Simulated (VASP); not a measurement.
# Bi2Se3 (R-3m) in VASP: single point with PBEsol

Aim: the single point of Bi2Se3 with PBEsol.

Everything below comes from runs of VASP 6.6.1. Logs are shortened: lines on timing, memory, paths and dates and some standing lists are left out, and cuts for length are marked.

## 1. The cell of the first run

Symmetry: R-3m, No. 166, trigonal system. The conventional cell has a = 4.143 Å, b = 4.143 Å, c = 28.636 Å, α = 90.00°, β = 90.00°, γ = 120.00°. Within 3.8 Å of Bi (site symmetry 3m) lie 6 Se at 2.85 to 3.07 Å. Within 4.3 Å of Se (site symmetry -3m) lie 6 Bi at 3.07 Å and 12 Se at 4.14 to 4.23 Å. Within 3.8 Å of Se (site symmetry 3m) lie 3 Bi at 2.85 Å and 3 Se at 3.52 Å.

## 2. Single point, PBEsol

File INCAR:

```
SYSTEM = Bi2Se3
ALGO = Normal ; EDIFF = 1E-7
ENCUT = 520 ; GGA = PS
ISIF = 2 ; ISMEAR = 0
LASPH = .TRUE. ; LCHARG = .FALSE.
LREAL = .FALSE. ; LWAVE = .FALSE.
NBANDS = 32 ; NELM = 100
PREC = Accurate ; SIGMA = 0.1
```

File KPOINTS:

```
k-points
0
G
  6 6 6
  0 0 0
```

File POSCAR:

```
Bi2Se3
1.0
    2.0714992968      1.1959806766      9.5453300000
   -2.0714992968      1.1959806766      9.5453300000
    0.0000000000     -2.3919613533      9.5453300000
Bi Se
2 3
Direct
    0.4008000000      0.4008000000      0.4008000000
    0.5992000000      0.5992000000      0.5992000000
    0.0000000000      0.0000000000      0.0000000000
    0.2117000000      0.2117000000      0.2117000000
    0.7883000000      0.7883000000      0.7883000000
```

Potentials or basis: VASP PAW PBE potentials, release 64 (Bi_d, Se).

Run with:

```bash
$ cat potpaw_PBE.64/Bi_d/POTCAR potpaw_PBE.64/Se/POTCAR > POTCAR
$ mpirun -np 1 vasp_std > vasp.out
```

OUTCAR:

```text
SYSTEM = Bi2Se3
   EDIFF = 1E-7
   ENCUT = 520
   GGA = PS
   ISIF = 2
   ISMEAR = 0
   LASPH = .TRUE.
   LREAL = .FALSE.
   NELM = 100
   PREC = Accurate

 ion  position               nearest neighbor table
   1  0.401  0.401  0.401-   5 2.85   5 2.85   5 2.85   3 3.07   3 3.07   3 3.07
   2  0.599  0.599  0.599-   4 2.85   4 2.85   4 2.85   3 3.07   3 3.07   3 3.07
   3  0.000  0.000  0.000-   2 3.07   1 3.07   2 3.07   2 3.07   1 3.07   1 3.07
   4  0.212  0.212  0.212-   2 2.85   2 2.85   2 2.85
   5  0.788  0.788  0.788-   1 2.85   1 2.85   1 2.85

  LATTYP: Found a trigonal (rhomboedric) cell.
 ALAT       =     9.8404676680
 COS(alpha) =     0.9113725817

  Lattice vectors:

 A1 = (   2.0714992968,   1.1959806766,   9.5453300000)
 A2 = (  -2.0714992968,   1.1959806766,   9.5453300000)
 A3 = (   0.0000000000,  -2.3919613533,   9.5453300000)

Analysis of symmetry for initial positions (statically):
=====================================================================
 Subroutine PRICEL returns:
 Original cell was already a primitive cell.

 Routine SETGRP: Setting up the symmetry group for a
 trigonal (rhombohedral) supercell.

 Subroutine GETGRP returns: Found 12 space group operations
 (whereof 12 operations were pure point group operations)
 out of a pool of 12 trial point group operations.

The static configuration has the point symmetry D_3d.

Analysis of symmetry for dynamics (positions and initial velocities):
=====================================================================
 Subroutine PRICEL returns:
 Original cell was already a primitive cell.

 Routine SETGRP: Setting up the symmetry group for a
 trigonal (rhombohedral) supercell.

 Subroutine GETGRP returns: Found 12 space group operations
 (whereof 12 operations were pure point group operations)
 out of a pool of 12 trial point group operations.

The dynamic configuration has the point symmetry D_3d.

 Subroutine INISYM returns: Found 12 space group operations
 (whereof 12 operations are pure point group operations),
 and found     1 'primitive' translations

----------------------------------------------------------------------------------------

                                     Primitive cell

  volume of cell :     141.8898

  direct lattice vectors                    reciprocal lattice vectors
     2.071499297  1.195980677  9.545330000     0.241371069  0.139355652  0.034921091
    -2.071499297  1.195980677  9.545330000    -0.241371069  0.139355652  0.034921091
     0.000000000 -2.391961353  9.545330000     0.000000000 -0.278711303  0.034921091

  length of vectors
     9.840467668  9.840467668  9.840467668     0.280890500  0.280890500  0.280890500

  position of ions in fractional coordinates (direct lattice)
     0.400800000  0.400800000  0.400800000
     0.599200000  0.599200000  0.599200000
     0.000000000  0.000000000  0.000000000
     0.211700000  0.211700000  0.211700000
     0.788300000  0.788300000  0.788300000

  ion indices of the primitive-cell ions
   primitive index   ion index
                 1           1
                 2           2
                 3           3
                 4           4
                 5           5

----------------------------------------------------------------------------------------

 KPOINTS: k-points

Automatic generation of k-mesh.
 Grid dimensions read from file:
 generate k-points for:    6    6    6

 Generating k-lattice:

  Cartesian coordinates                     Fractional coordinates (reciprocal lattice)
     0.040228512  0.023225942  0.005820182     0.166666667  0.000000000  0.000000000
    -0.040228512  0.023225942  0.005820182     0.000000000  0.166666667  0.000000000
     0.000000000 -0.046451884  0.005820182     0.000000000  0.000000000  0.166666667

  Length of vectors
     0.046815083  0.046815083  0.046815083

  Shift w.r.t. Gamma in fractional coordinates (k-lattice)
     0.000000000  0.000000000  0.000000000

 Subroutine IBZKPT returns following result:
 ===========================================

 Found     32 irreducible k-points:

 Following reciprocal coordinates:
            Coordinates               Weight
  0.000000  0.000000  0.000000      1.000000
  0.166667  0.000000 -0.000000      6.000000
  0.333333  0.000000 -0.000000      6.000000
  0.500000  0.000000 -0.000000      3.000000
  0.166667  0.166667 -0.000000      6.000000
  0.333333  0.166667 -0.000000     12.000000
[... 16 lines left out ...]
  0.500000  0.500000  0.166667      6.000000
 -0.333333  0.500000  0.166667     12.000000
 [... further k-points ...]
   k-points           NKPTS =     32   k-points in BZ     NKDIM =     32   number of bands    NBANDS=     32
   number of dos      NEDOS =    301   number of ions     NIONS =      5
   total plane-waves  NPLWV = 512000
   dimension x,y,z NGX =    80 NGY =   80 NGZ =   80
   dimension x,y,z NGXF=   160 NGYF=  160 NGZF=  160
   ions per type =               2   3
   NGX,Y,Z   is equivalent  to a cutoff of  13.52, 13.52, 13.52 a.u.
   NGXF,Y,Z  is equivalent  to a cutoff of  27.03, 27.03, 27.03 a.u.
 SYSTEM =  Bi2Se3
   PREC   = accura    normal or accurate (medium, high low for compatibility)
   ISTART =      0    job   : 0-new  1-cont  2-samecut
   ICHARG =      2    charge: 1-file 2-atom 10-const
   ISPIN  =      1    spin polarized calculation?
   LNONCOLLINEAR =      F non collinear calculations
   LSORBIT =      F    spin-orbit coupling
   LASPH  =      T    aspherical Exc in radial PAW
   ENCUT  =  520.0 eV  38.22 Ry    6.18 a.u.  18.30 18.30 18.30*2*pi/ulx,y,z
   NELM   =    100;   NELMIN=  2; NELMDL= -5     # of ELM steps
   EDIFF  = 0.1E-06   stopping-criterion for ELM
   LREAL  =      F    real-space projection
   EDIFFG = 0.1E-05   stopping-criterion for IOM
   NSW    =      0    number of steps for IOM
   IBRION =     -1    ionic relax: 0-MD 1-quasi-New 2-CG
   NFREE  =      0    steps in history (QN), initial steepest desc. (CG)
   ISIF   =      2    stress and relaxation
   ISYM   =      2    0-nonsym 1-usesym 2-fastsym
   POTIM  = 0.5000    time-step for ionic-motion
   TEBEG  =    0.0;   TEEND  =   0.0 temperature during run
   PSTRESS=    0.0 pullay stress
   NELECT =      48.0000    total number of electrons
   NUPDOWN=      -1.0000    fix difference up-down
   EMIN   =  10.00;   EMAX   =-10.00  energy-range for DOS
   EFERMI =   0.00;   METHOD = LEGACY
   ISMEAR =     0;   SIGMA  =   0.10  broadening in eV -4-tet -1-fermi 0-gaus
   EFERMI_NEDOS =   21; number of points for ismear=-14 and -15
   IALGO  =     38    algorithm
   IMIX   =      4    mixing-type and parameters
     AMIX     =   0.40;   BMIX     =  1.00
     AMIX_MAG =   1.60;   BMIX_MAG =  1.00
  volume/ion in A,a.u.               =      28.38       191.50
  Fermi-wavevector in a.u.,A,eV,Ry     =   1.140700  2.155611 17.703860  1.301197
  Thomas-Fermi vector in A             =   2.277402
   LORBIT       =      0    0 simple, 1 ext, 2 COOP (PROOUT), +10 PAW based schemes
   GGA     = PS    functional components
   LHFCALC =     F    Hartree Fock is set to
   AEXX    =    0.0000 exact exchange contribution
   IVDW    =     0    specifies the selected vdW correction
   LEPSILON=     F    determine dielectric tensor
   LRPA    =     F    only Hartree local field effects (RPA)
 non-spin polarized calculation
 Gauss-broadening in eV      SIGMA  =   0.10
  energy-cutoff  :      520.00
  volume of cell :      141.89
 maximum number of plane-waves:      3848
 NGX is ok and might be reduce to    80
   NGX = 37   NGY = 37   NGZ = 37

 number of electron      47.9999997 magnetization

 Free energy of the ion-electron system (eV)
  ---------------------------------------------------
  ext. energy  EPLUGINS =         0.00000000
  ---------------------------------------------------
  free energy    TOTEN  =       -22.04972916 eV

  energy without entropy =      -22.04941165  energy(sigma->0) =      -22.04957041

 E-fermi :   4.8922     XC(G=0):  -9.6814

 val. band max:        4.8212766953   @ k =   0.0000   0.0000   0.0000
 cond. band min:       4.9631439062   @ k =   0.0000   0.0000   0.0000
 fundamental gap:      0.1418672110
 Fermi energy:         4.8921997009

 k-point     1 :       0.0000    0.0000    0.0000
  band No.  band energies     occupation
      1     -18.2056      2.00000
      2     -18.2056      2.00000
      3     -18.2037      2.00000
      4     -18.2037      2.00000
      5     -18.1950      2.00000
      6     -18.1924      2.00000
[... 24 lines left out ...]
     31      10.5707      0.00000
     32      11.7523      0.00000

 k-point     2 :       0.1667    0.0000   -0.0000
  band No.  band energies     occupation
      1     -18.2097      2.00000
      2     -18.2072      2.00000
      3     -18.1995      2.00000
      4     -18.1977      2.00000
      5     -18.1915      2.00000
      6     -18.1889      2.00000
[... 24 lines left out ...]
     31       9.8456      0.00000
     32      10.7377      0.00000

 k-point     3 :       0.3333    0.0000   -0.0000
  band No.  band energies     occupation
      1     -18.2203      2.00000
      2     -18.2159      2.00000
      3     -18.1955      2.00000
      4     -18.1927      2.00000
      5     -18.1909      2.00000
      6     -18.1896      2.00000
[... 24 lines left out ...]
     31       9.2883      0.00000
     32      11.2012      0.00000

 k-point     4 :       0.5000    0.0000   -0.0000
  band No.  band energies     occupation
      1     -18.2261      2.00000
      2     -18.2208      2.00000
      3     -18.1982      2.00000
      4     -18.1934      2.00000
      5     -18.1928      2.00000
      6     -18.1882      2.00000
[... 24 lines left out ...]
     31       9.0581      0.00000
     32      10.8807      0.00000

 k-point     5 :       0.1667    0.1667   -0.0000
  band No.  band energies     occupation
      1     -18.2098      2.00000
      2     -18.2072      2.00000
      3     -18.1995      2.00000
      4     -18.1977      2.00000
      5     -18.1915      2.00000
      6     -18.1888      2.00000
[... 584 lines left out ...]
     31       9.7105      0.00000
     32      10.7255      0.00000

 k-point    22 :      -0.1667    0.3333    0.1667
  band No.  band energies     occupation
      1     -18.2191      2.00000
      2     -18.2150      2.00000
      3     -18.1973      2.00000
      4     -18.1936      2.00000
      5     -18.1919      2.00000
      6     -18.1899      2.00000
[... 24 lines left out ...]
     31       9.3261      0.00000
     32      11.6069      0.00000

 k-point    23 :       0.5000    0.5000    0.1667
  band No.  band energies     occupation
      1     -18.2202      2.00000
      2     -18.2160      2.00000
      3     -18.1955      2.00000
      4     -18.1927      2.00000
      5     -18.1909      2.00000
      6     -18.1896      2.00000
[... 24 lines left out ...]
     31       9.1817      0.00000
     32      10.9768      0.00000

 k-point    24 :      -0.3333    0.5000    0.1667
  band No.  band energies     occupation
      1     -18.2190      2.00000
      2     -18.2151      2.00000
      3     -18.1973      2.00000
      4     -18.1937      2.00000
      5     -18.1919      2.00000
      6     -18.1899      2.00000
[... 24 lines left out ...]
     31       9.7417      0.00000
     32      11.2144      0.00000

 [... further k-points ...]
[... 5 lines left out ...]
  --------------------------------------------------------------------------------------
  -------------------------------------------------------------------------------------
  Total       -0.2743215     -0.2743215     -0.2375265      0.0000000      0.0000000      0.0000000
  in kB       -3.0975566     -3.0975566     -2.6820787      0.0000000      0.0000000      0.0000000
  external PRESSURE =      -2.9590640 kB  Pullay stress =       0.0000000 kB

 VOLUME and BASIS-vectors are now :
 -----------------------------------------------------------------------------
  energy-cutoff  :      520.00
  volume of cell :      141.89
      direct lattice vectors                 reciprocal lattice vectors
     2.071499297  1.195980677  9.545330000     0.241371069  0.139355652  0.034921091
    -2.071499297  1.195980677  9.545330000    -0.241371069  0.139355652  0.034921091
     0.000000000 -2.391961353  9.545330000     0.000000000 -0.278711303  0.034921091

 POSITION                                       TOTAL-FORCE (eV/Angst)
 -----------------------------------------------------------------------------------
      0.00000     -0.00000     11.47730         0.000000      0.000000     -0.191875
      0.00000     -0.00000     17.15869         0.000000     -0.000000      0.191875
      0.00000      0.00000      0.00000         0.000000      0.000000      0.000000
      0.00000     -0.00000      6.06224         0.000000      0.000000     -0.097718
      0.00000     -0.00000     22.57375         0.000000     -0.000000      0.097718
 -----------------------------------------------------------------------------------
    total drift:                                0.000000      0.000000     -0.000000

  FREE ENERGIE OF THE ION-ELECTRON SYSTEM (eV)
  ---------------------------------------------------
  free  energy   TOTEN  =       -22.0497291646 eV

  energy  without entropy=      -22.0494116525  energy(sigma->0) =      -22.04957041
```

It took 23 min on 1 thread of Intel Xeon 8259CL, shared host; peak memory 0.95 GiB.

Results:

```yaml
Free_energy: -22.0497 eV
Pressure: -0.3 GPa
Largest_force: 0.192 eV/Å
Band_gap_on_the_k_mesh: 0.14 eV
```

Forces on the atoms (eV/Å):
```
Bi   0.000  0.000 -0.192
Bi   0.000  0.000  0.192
Se   0.000  0.000  0.000
Se   0.000  0.000 -0.098
Se   0.000  0.000  0.098
```

Caveat: the PAW data sets were made with another functional, which shifts forces and pressure a little; spin-orbit coupling is left out, which moves the levels of the heavy elements.
